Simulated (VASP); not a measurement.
## Co3Sn2: single point with PBEsol

Crystal: Co3Sn2.

```xyz
5
Lattice="4.2230 0.0000 0.0000 -2.1115 3.6572 0.0000 0.0000 0.0000 5.0669" Properties=species:S:1:pos:R:3 pbc="T T T"
Co    0.0000    0.0000    3.7817
Co    0.0000    0.0000    1.2852
Co    2.1115    1.2191    0.0000
Sn    2.1115    1.2191    2.5334
Sn    0.0000    2.4381    0.0000
```

```yaml
Program: VASP 6.6.1
Task: single point
Functional: PBEsol
Potentials_or_basis: VASP PAW PBE potentials, release 64 (Co, Sn_d)
Cutoff: 520 eV
k_mesh: 6 × 6 × 4
Occupations: gaussian, width 0.1 eV
Spin: collinear spin, ferromagnetic start
Starting_moments: "[1.25, 1.25, 0.55, 0.0, 0.0] μB"
Dipole_correction: no
Further_INCAR_settings: ALGO = Normal; EDIFF = 1e-06; NBANDS = 40
```

```
Pressure                                              : -5.8 GPa
Largest force                                         : 0.009 eV/Å
Net moment                                            : 2.68 μB per cell
Site moments                                          : Co +1.15, +0.55 (each value once); Sn -0.05 μB
Valence electrons inside the program's atomic spheres : Co 8.13, 8.45 (each value once); Sn 12.38, 12.51
```

Forces in eV/Å, atoms in the order of the input:
```
Co   0.000  0.000  0.009
Co   0.000  0.000 -0.009
Co   0.000  0.000  0.000
Sn   0.000  0.000  0.000
Sn   0.000  0.000  0.000
```

Levels at points of the mesh, in eV from the Fermi level:
Spin up:
| k point | band 26 | band 27 | band 28 | band 29 | band 30 | band 31 | band 32 | band 33 |
| --- | --- | --- | --- | --- | --- | --- | --- | --- |
| (0.00, 0.00, 0.00) | -0.67 | -0.44 | 0.43 | 2.13 | 2.13 | 3.24 | 3.49 | 3.49 |
| (0.50, 0.00, 0.00) | -0.99 | -0.96 | -0.92 | -0.70 | -0.25 | 1.24 | 2.46 | 3.54 |
| (0.00, 0.00, 0.50) | -0.82 | -0.82 | 1.92 | 3.05 | 3.41 | 3.41 | 3.69 | 3.69 |
| (0.50, 0.00, 0.50) | -1.07 | -0.99 | -0.73 | -0.52 | 0.60 | 1.85 | 2.50 | 3.24 |
Spin down:
```csv
k point,band 23,band 24,band 25,band 26,band 27,band 28,band 29,band 30,band 31,band 32
"(0.00, 0.00, 0.00)",-0.09,-0.04,-0.04,0.51,0.51,1.37,2.40,2.40,3.26,3.86
"(0.50, 0.00, 0.00)",-0.59,-0.37,-0.26,-0.22,-0.13,0.27,0.44,0.55,1.80,2.93
"(0.00, 0.00, 0.50)",-0.69,0.01,0.01,0.03,0.03,1.96,3.17,3.69,3.69,4.04
"(0.50, 0.00, 0.50)",-0.81,-0.66,-0.34,-0.26,-0.09,0.23,0.27,1.36,2.33,2.83
```

It took 87 s on 1 thread of Intel(R) Xeon(R) Platinum 8488C (Sapphire Rapids), with other jobs on the host, peak memory 0.27 GiB.

Caveat: the cell stands under tension; the PAW data sets were made with another functional, which shifts forces and pressure a little; spin-orbit coupling is left out, which moves the levels of the heavy elements.
